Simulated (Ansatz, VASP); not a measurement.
# NiO in VASP and in Ansatz

```
Ni O
1.0
     0.00000    1.66062    4.66161
    -1.43814   -0.83031    4.66161
     1.43814   -0.83031    4.66161
Ni O
2 2
Direct
  0.50000 0.50000 0.50000
  0.00000 0.00000 0.00000
  0.25000 0.25000 0.25000
  0.75000 0.75000 0.75000
```

Alike in both runs: task single point; functional r2SCAN; k mesh 9 × 9 × 9; occupations gaussian, width 0.1 eV; collinear spin.

```csv
,VASP,Ansatz
version,VASP 6.6.1,Ansatz 0.2.0
potentials or method,"VASP PAW PBE potentials, release 64 (Ni, O), cutoff 660 eV","scalar-relativistic, plane waves, PAW"
valence electrons in the cell,32,48
```

|  | VASP | Ansatz | Ansatz less VASP |
| --- | --- | --- | --- |
| gap on the k mesh at the Fermi level (eV) | 2.36 | 2.43 | +0.073 |
| least direct gap on the mesh (eV) | 2.63 | 2.68 | +0.050 |
| pressure (GPa) | 19.5 | 19.8 | +0.29 |
| net moment per atom (μB) | 0.00 | 0.00 | 0.000 |
| size of the moment on the site where the two differ most (μB) | 1.52 | 1.54 | +0.019 |

VASP's potentials were made for PBE, not for r2SCAN. Site moments also hang on the region over which each program counts them. With one functional, cell and mesh, what is left measures potentials, basis and numerics. VASP's potentials hold 32 valence electrons a cell and Ansatz's 48, so a difference there can come from the potentials and not from the codes. Ansatz's warnings: stability check not made.
